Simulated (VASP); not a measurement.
La5H3, 8 atoms in the cell. It takes space group P6/mmm (No. 191, hexagonal). The conventional cell has a = 5.327 Å, b = 5.327 Å, c = 6.623 Å, α = 90.00°, β = 90.00°, γ = 120.00°. La (site symmetry 3m) has 3 H at 2.23 Å and 3 La at 3.08 Å within 3.1 Å. Within 3.5 Å of La (site symmetry 6/mmm) lie 6 H at 2.66 Å and 12 La at 3.47 Å. H (site symmetry mmm) has 6 La at 2.23 to 2.66 Å and 4 H at 2.66 Å within 3.0 Å. The cell was built from a structure type or drawn by symmetry, and may not be a known phase.

```yaml
Program: VASP 6.6.1
Task: single point
Functional: PBE
Potentials_or_basis: VASP PAW PBE potentials, release 64 (La, H)
Cutoff: 520 eV
k_mesh: 6 × 6 × 4
Occupations: gaussian, width 0.1 eV
Spin: no spin polarisation
Dipole_correction: no
Further_INCAR_settings: ALGO = Normal; EDIFF = 1e-07; NBANDS = 39
```

Potentials or basis: VASP PAW PBE potentials, release 64 (La, H).

Command:

```bash
$ cat potpaw_PBE.64/La/POTCAR potpaw_PBE.64/H/POTCAR > POTCAR
$ mpirun -np 1 vasp_std > vasp.out
```

Hardware: 1 thread of Oxide Virtual Turin-like Processor, with other jobs on the host.

How long does it take, and how much memory?

Run time: 7.8 min on 1 thread of Oxide Virtual Turin-like Processor, on a shared host, peak memory 0.29 GiB. Counts: scf iterations 19, k points 21.
